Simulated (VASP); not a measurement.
# Au (Pm-3m) in VASP: a series of runs

Runs on Au. Level: LDA. Tasks: single point, relaxation of cell and atoms.

All numbers are computed with VASP 6.6.1; they aren't measurements. Logs are shortened: lines on timing, memory, paths and dates and some standing lists are left out, and cuts for length are marked.

**1. The cell of the first run**

It takes space group Pm-3m (No. 221, cubic). The conventional cell has a = 2.510 Å, b = 2.510 Å, c = 2.510 Å, α = 90.00°, β = 90.00°, γ = 90.00°. Au (site symmetry m-3m) has 6 Au at 2.51 Å within 3.3 Å.

**2. Single point, LDA**

The input, INCAR:

```
SYSTEM = Au
ALGO     = Normal         ! electronic algorithm
EDIFF    = 1E-7           ! SCF threshold, eV
ENCUT    = 520            ! plane-wave cutoff, eV
GGA      = CA             ! functional
ISIF     = 2              ! what is computed and relaxed
ISMEAR   = -1             ! smearing method
LASPH    = .True.         ! aspherical terms in the spheres
LCHARG   = .False.        ! write CHGCAR
LREAL    = .False.        ! projectors in reciprocal space
LWAVE    = .False.        ! write WAVECAR
NBANDS   = 12             ! bands
NELM     = 100            ! most SCF steps
PREC     = Accurate       ! precision mode
SIGMA    = 0.05           ! smearing width, eV
```

The input, KPOINTS:

```
k-points
0
Gamma
  17 17 17
  0 0 0
```

The input, POSCAR:

```
Au
1.0
    2.5095486437      0.0000000000      0.0000000000
    0.0000000000      2.5095486437      0.0000000000
    0.0000000000      0.0000000000      2.5095486437
Au
1
Direct
    0.0000000000      0.0000000000      0.0000000000
```

Potentials or basis: VASP PAW LDA potentials, release 64 (Au).

The run is started by

```bash
$ cat potpaw_LDA.64/Au/POTCAR > POTCAR
$ mpirun -np 1 vasp_std > vasp.out
```

OUTCAR:

```text
SYSTEM = Au
   EDIFF = 1E-7
   ENCUT = 520
   GGA = CA
   ISIF = 2
   ISMEAR = -1
   LASPH = .True.
   LREAL = .False.
   NELM = 100
   PREC = Accurate

 ion  position               nearest neighbor table
   1  0.000  0.000  0.000-

  LATTYP: Found a simple cubic cell.
 ALAT       =     2.5095486437

  Lattice vectors:

 A1 = (   2.5095486437,   0.0000000000,   0.0000000000)
 A2 = (   0.0000000000,   2.5095486437,   0.0000000000)
 A3 = (   0.0000000000,   0.0000000000,   2.5095486437)

Analysis of symmetry for initial positions (statically):
=====================================================================
 Subroutine PRICEL returns:
 Original cell was already a primitive cell.

 Routine SETGRP: Setting up the symmetry group for a
 simple cubic supercell.

 Subroutine GETGRP returns: Found 48 space group operations
[... 9 lines left out ...]

 Routine SETGRP: Setting up the symmetry group for a
 simple cubic supercell.

 Subroutine GETGRP returns: Found 48 space group operations
[... 11 lines left out ...]
                                     Primitive cell

  volume of cell :      15.8047

  direct lattice vectors                    reciprocal lattice vectors
     2.509548644  0.000000000  0.000000000     0.398478030  0.000000000  0.000000000
     0.000000000  2.509548644  0.000000000     0.000000000  0.398478030  0.000000000
     0.000000000  0.000000000  2.509548644     0.000000000  0.000000000  0.398478030

  length of vectors
     2.509548644  2.509548644  2.509548644     0.398478030  0.398478030  0.398478030

  position of ions in fractional coordinates (direct lattice)
     0.000000000  0.000000000  0.000000000

  ion indices of the primitive-cell ions
   primitive index   ion index
                 1           1

----------------------------------------------------------------------------------------

 KPOINTS: k-points

Automatic generation of k-mesh.
 Grid dimensions read from file:
 generate k-points for:   17   17   17

 Generating k-lattice:

  Cartesian coordinates                     Fractional coordinates (reciprocal lattice)
     0.023439884  0.000000000  0.000000000     0.058823529  0.000000000  0.000000000
     0.000000000  0.023439884  0.000000000     0.000000000  0.058823529  0.000000000
     0.000000000  0.000000000  0.023439884     0.000000000  0.000000000  0.058823529

  Length of vectors
     0.023439884  0.023439884  0.023439884

  Shift w.r.t. Gamma in fractional coordinates (k-lattice)
     0.000000000  0.000000000  0.000000000

 Subroutine IBZKPT returns following result:
 ===========================================

 Found    165 irreducible k-points:

 Following reciprocal coordinates:
            Coordinates               Weight
  0.000000  0.000000  0.000000      1.000000
  0.058824  0.000000  0.000000      6.000000
  0.117647  0.000000  0.000000      6.000000
  0.176471  0.000000  0.000000      6.000000
  0.235294  0.000000  0.000000      6.000000
  0.294118  0.000000  0.000000      6.000000
[... 16 lines left out ...]
  0.411765  0.117647  0.000000     24.000000
  0.470588  0.117647  0.000000     24.000000
 [... further k-points ...]
   k-points           NKPTS =    165   k-points in BZ     NKDIM =    165   number of bands    NBANDS=     12
   number of dos      NEDOS =    301   number of ions     NIONS =      1
   total plane-waves  NPLWV =   8000
   dimension x,y,z NGX =    20 NGY =   20 NGZ =   20
   dimension x,y,z NGXF=    40 NGYF=   40 NGZF=   40
   ions per type =               1
   NGX,Y,Z   is equivalent  to a cutoff of  13.25, 13.25, 13.25 a.u.
   NGXF,Y,Z  is equivalent  to a cutoff of  26.50, 26.50, 26.50 a.u.
 SYSTEM =  Au
   PREC   = accura    normal or accurate (medium, high low for compatibility)
   ISTART =      0    job   : 0-new  1-cont  2-samecut
   ICHARG =      2    charge: 1-file 2-atom 10-const
   ISPIN  =      1    spin polarized calculation?
   LNONCOLLINEAR =      F non collinear calculations
   LSORBIT =      F    spin-orbit coupling
   LASPH  =      T    aspherical Exc in radial PAW
   ENCUT  =  520.0 eV  38.22 Ry    6.18 a.u.   4.67  4.67  4.67*2*pi/ulx,y,z
   NELM   =    100;   NELMIN=  2; NELMDL= -5     # of ELM steps
   EDIFF  = 0.1E-06   stopping-criterion for ELM
   LREAL  =      F    real-space projection
   EDIFFG = 0.1E-05   stopping-criterion for IOM
   NSW    =      0    number of steps for IOM
   IBRION =     -1    ionic relax: 0-MD 1-quasi-New 2-CG
   NFREE  =      0    steps in history (QN), initial steepest desc. (CG)
   ISIF   =      2    stress and relaxation
   ISYM   =      2    0-nonsym 1-usesym 2-fastsym
   POTIM  = 0.5000    time-step for ionic-motion
   TEBEG  =    0.0;   TEEND  =   0.0 temperature during run
   PSTRESS=    0.0 pullay stress
   NELECT =      11.0000    total number of electrons
   NUPDOWN=      -1.0000    fix difference up-down
   EMIN   =  10.00;   EMAX   =-10.00  energy-range for DOS
   EFERMI =   0.00;   METHOD = LEGACY
   ISMEAR =    -1;   SIGMA  =   0.05  broadening in eV -4-tet -1-fermi 0-gaus
   EFERMI_NEDOS =   21; number of points for ismear=-14 and -15
   IALGO  =     38    algorithm
   IMIX   =      4    mixing-type and parameters
     AMIX     =   0.40;   BMIX     =  1.00
     AMIX_MAG =   1.60;   BMIX_MAG =  1.00
  volume/ion in A,a.u.               =      15.80       106.66
  Fermi-wavevector in a.u.,A,eV,Ry     =   1.450809  2.741631 28.638161  2.104845
  Thomas-Fermi vector in A             =   2.568378
   LORBIT       =      0    0 simple, 1 ext, 2 COOP (PROOUT), +10 PAW based schemes
   GGA     = CA    functional components
   LHFCALC =     F    Hartree Fock is set to
   AEXX    =    0.0000 exact exchange contribution
   IVDW    =     0    specifies the selected vdW correction
   LEPSILON=     F    determine dielectric tensor
   LRPA    =     F    only Hartree local field effects (RPA)
 non-spin polarized calculation
  energy-cutoff  :      520.00
  volume of cell :       15.80
 maximum number of plane-waves:       449
 NGX is ok and might be reduce to    20
   NGX =  9   NGY =  9   NGZ =  9

 number of electron      11.0000005 magnetization

 Free energy of the ion-electron system (eV)
  ---------------------------------------------------
  ext. energy  EPLUGINS =         0.00000000
  ---------------------------------------------------
  free energy    TOTEN  =        -3.78706175 eV

  energy without entropy =       -3.78359753  energy(sigma->0) =       -3.78532964

 E-fermi :  10.3740     XC(G=0): -13.2934

 val. band max:       10.3666891885   @ k =   0.4118   0.1765   0.1765
 cond. band min:      10.4065245897   @ k =   0.4706   0.4706   0.0000
 fundamental gap:      0.0398354012
 Fermi energy:        10.3739816128

 k-point     1 :       0.0000    0.0000    0.0000
  band No.  band energies     occupation
      1      -0.0676      2.00000
      2       2.3579      2.00000
      3       2.3579      2.00000
      4       8.9080      2.00000
      5       8.9080      2.00000
      6       8.9080      2.00000
      7      25.5350      0.00000
      8      25.5350      0.00000
      9      25.5350      0.00000
     10      31.9431      0.00000
     11      34.6621      0.00000
     12      34.6621      0.00000

 k-point     2 :       0.0588    0.0000    0.0000
  band No.  band energies     occupation
      1       0.0408      2.00000
      2       2.3776      2.00000
      3       2.4567      2.00000
      4       8.8104      2.00000
      5       8.8104      2.00000
      6       8.9155      2.00000
      7      24.7706      0.00000
      8      25.7272      0.00000
      9      25.7272      0.00000
     10      32.4417      0.00000
     11      33.9033      0.00000
     12      35.0781      0.00000

 k-point     3 :       0.1176    0.0000    0.0000
  band No.  band energies     occupation
      1       0.3426      2.00000
      2       2.4343      2.00000
      3       2.7653      2.00000
      4       8.5406      2.00000
      5       8.5406      2.00000
      6       8.9374      2.00000
      7      23.1208      0.00000
      8      26.2756      0.00000
      9      26.2756      0.00000
     10      32.4675      0.00000
     11      33.0127      0.00000
     12      36.5828      0.00000

 k-point     4 :       0.1765    0.0000    0.0000
  band No.  band energies     occupation
      1       0.7724      2.00000
      2       2.5217      2.00000
      3       3.3147      2.00000
      4       8.1554      2.00000
      5       8.1554      2.00000
      6       8.9706      2.00000
      7      21.2523      0.00000
      8      27.1061      0.00000
      9      27.1061      0.00000
     10      30.9911      0.00000
     11      33.1540      0.00000
     12      38.9243      0.00000

 k-point     5 :       0.2353    0.0000    0.0000
  band No.  band energies     occupation
      1       1.2455      2.00000
      2       2.6293      2.00000
      3       4.1301      2.00000
      4       7.7233      2.00000
      5       7.7233      2.00000
      6       9.0110      2.00000
      7      19.4059      0.00000
      8      28.1228      0.00000
      9      28.1228      0.00000
     10      29.6496      0.00000
     11      32.9753      0.00000
     12      39.8627      0.00000

 k-point     6 :       0.2941    0.0000    0.0000
  band No.  band energies     occupation
      1       1.6944      2.00000
      2       2.7434      2.00000
      3       5.1875      2.00000
      4       7.3067      2.00000
      5       7.3067      2.00000
      6       9.0531      2.00000
      7      17.6703      0.00000
      8      28.5142      0.00000
      9      29.2247      0.00000
     10      29.2247      0.00000
     11      32.4470      0.00000
     12      40.0072      0.00000

 k-point     7 :       0.3529    0.0000    0.0000
  band No.  band energies     occupation
      1       2.0781      2.00000
      2       2.8485      2.00000
      3       6.3940      2.00000
      4       6.9549      2.00000
      5       6.9549      2.00000
      6       9.0913      2.00000
      7      16.0960      0.00000
      8      27.6273      0.00000
      9      30.3048      0.00000
     10      30.3048      0.00000
     11      31.6030      0.00000
     12      39.7281      0.00000

 k-point     8 :       0.4118    0.0000    0.0000
  band No.  band energies     occupation
      1       2.3634      2.00000
      2       2.9292      2.00000
      3       6.7024      2.00000
      4       6.7024      2.00000
      5       7.5767      2.00000
      6       9.1202      2.00000
      7      14.7608      0.00000
      8      27.0189      0.00000
      9      30.7201      0.00000
     10      31.2263      0.00000
     11      31.2263      0.00000
     12      39.1934      0.00000
[... 166 lines left out ...]
 k-point    20 :       0.2353    0.1176    0.0000
  band No.  band energies     occupation
      1       1.6498      2.00000
      2       2.9739      2.00000
      3       4.2172      2.00000
      4       7.3513      2.00000
      5       7.7623      2.00000
      6       8.6684      2.00000
      7      19.9986      0.00000
      8      25.2617      0.00000
      9      28.9170      0.00000
     10      30.1480      0.00000
     11      35.2604      0.00000
     12      37.8433      0.00000

 k-point    21 :       0.2941    0.1176    0.0000
  band No.  band energies     occupation
      1       2.0725      2.00000
      2       3.1127      2.00000
      3       5.0948      2.00000
      4       7.1248      2.00000
      5       7.3521      2.00000
      6       8.7155      2.00000
      7      18.2135      0.00000
      8      26.0565      0.00000
      9      29.2199      0.00000
     10      30.0532      0.00000
     11      34.4264      0.00000
     12      37.9889      0.00000

 k-point    22 :       0.3529    0.1176    0.0000
  band No.  band energies     occupation
      1       2.4266      2.00000
      2       3.2533      2.00000
      3       5.5700      2.00000
      4       7.0047      2.00000
      5       7.5486      2.00000
      6       8.7587      2.00000
      7      16.5438      0.00000
      8      26.7193      0.00000
      9      28.6035      0.00000
     10      31.1866      0.00000
     11      32.9009      0.00000
     12      38.4020      0.00000

 k-point    23 :       0.4118    0.1176    0.0000
  band No.  band energies     occupation
      1       2.6820      2.00000
      2       3.3832      2.00000
      3       5.5243      2.00000
      4       6.7550      2.00000
      5       8.6251      2.00000
      6       8.7915      2.00000
      7      15.0477      0.00000
      8      26.9801      0.00000
      9      28.6033      0.00000
     10      31.3648      0.00000
     11      32.1929      0.00000
     12      38.5940      0.00000

 k-point    24 :       0.4706    0.1176    0.0000
  band No.  band energies     occupation
      1       2.8136      2.00000
      2       3.4697      2.00000
      3       5.4168      2.00000
      4       6.6249      2.00000
      5       8.8093      2.00000
      6       9.5931      2.00000
      7      13.9687      0.00000
      8      26.9262      0.00000
      9      29.1969      0.00000
     10      30.1189      0.00000
     11      32.8502      0.00000
     12      37.9356      0.00000

 [... further k-points ...]
[... 5 lines left out ...]
  --------------------------------------------------------------------------------------
  -------------------------------------------------------------------------------------
  Total        4.5163250      4.5163250      4.5163250     -0.0000000      0.0000000     -0.0000000
  in kB      457.8349227    457.8349227    457.8349227     -0.0000000      0.0000000     -0.0000000
  external PRESSURE =     457.8349227 kB  Pullay stress =       0.0000000 kB

 VOLUME and BASIS-vectors are now :
 -----------------------------------------------------------------------------
  energy-cutoff  :      520.00
  volume of cell :       15.80
      direct lattice vectors                 reciprocal lattice vectors
     2.509548644  0.000000000  0.000000000     0.398478030  0.000000000  0.000000000
     0.000000000  2.509548644  0.000000000     0.000000000  0.398478030  0.000000000
     0.000000000  0.000000000  2.509548644     0.000000000  0.000000000  0.398478030

 POSITION                                       TOTAL-FORCE (eV/Angst)
 -----------------------------------------------------------------------------------
      0.00000      0.00000      0.00000         0.000000      0.000000      0.000000
 -----------------------------------------------------------------------------------
    total drift:                               -0.000000      0.000000      0.000000

  FREE ENERGIE OF THE ION-ELECTRON SYSTEM (eV)
  ---------------------------------------------------
  free  energy   TOTEN  =        -3.7870617472 eV

  energy  without entropy=       -3.7835975313  energy(sigma->0) =       -3.78532964
```

Run time: 8.4 s. Hardware: 1 thread of Intel Xeon 6975P-C (Granite Rapids), shared host; peak memory 0.14 GiB.

Results:

```
Free energy : -3.7871 eV
Pressure    : 45.8 GPa
```

Caveat: spin-orbit coupling is left out, which moves the levels of the heavy elements.

**3. Single point, LDA**

This run uses another cell than the first one, of 16.52 Å³/atom, 1.045 times its volume.

The input, INCAR:

```
PREC     = Accurate       # precision mode
ENCUT    = 520            # plane-wave cutoff, eV
EDIFF    = 1E-7           # SCF threshold, eV
ISMEAR   = -1             # smearing method
SIGMA    = 0.05           # smearing width, eV
LREAL    = False          # projectors in reciprocal space
LASPH    = True           # aspherical terms in the spheres
NELM     = 100            # most SCF steps
ALGO     = Normal         # electronic algorithm
ISIF     = 2              # what is computed and relaxed
LWAVE    = False          # write WAVECAR
LCHARG   = True           # write CHGCAR
GGA      = CA             # functional
LELF     = True           # ELF
LVHAR    = True         
NBANDS   = 12             # bands
```

The input, KPOINTS:

```
Automatic mesh
0
Gamma
  17 17 17
```

The input, POSCAR:

```
Au
1.0
    2.5469765790      0.0000000000      0.0000000000
    0.0000000000      2.5469765790      0.0000000000
    0.0000000000      0.0000000000      2.5469765790
Au
1
Direct
    0.0000000000      0.0000000000      0.0000000000
```

Potentials or basis: VASP PAW LDA potentials, release 64 (Au).

The run is started by

```bash
$ cat potpaw_LDA.64/Au/POTCAR > POTCAR
$ mpirun -np 1 vasp_std > vasp.out
```

It took 8.8 s on 1 thread of Intel Xeon 6975P-C (Granite Rapids), shared host; peak memory 0.14 GiB.

The run converged. Its results:

| Property | Result |
| --- | --- |
| Free energy | -3.9577 eV |
| Pressure | 30.8 GPa |

Levels at points of the mesh, in eV from the Fermi level:
| k point | band 2 | band 3 | band 4 | band 5 | band 6 | band 7 | band 8 | band 9 | band 10 | band 11 |
| --- | --- | --- | --- | --- | --- | --- | --- | --- | --- | --- |
| (0.00, 0.00, 0.00) | -7.55 | -7.55 | -1.44 | -1.44 | -1.44 | 14.96 | 14.96 | 14.96 | 21.10 | 23.78 |

Caveat: spin-orbit coupling is left out, which moves the levels of the heavy elements.

(Continued in part 2 of 2.)
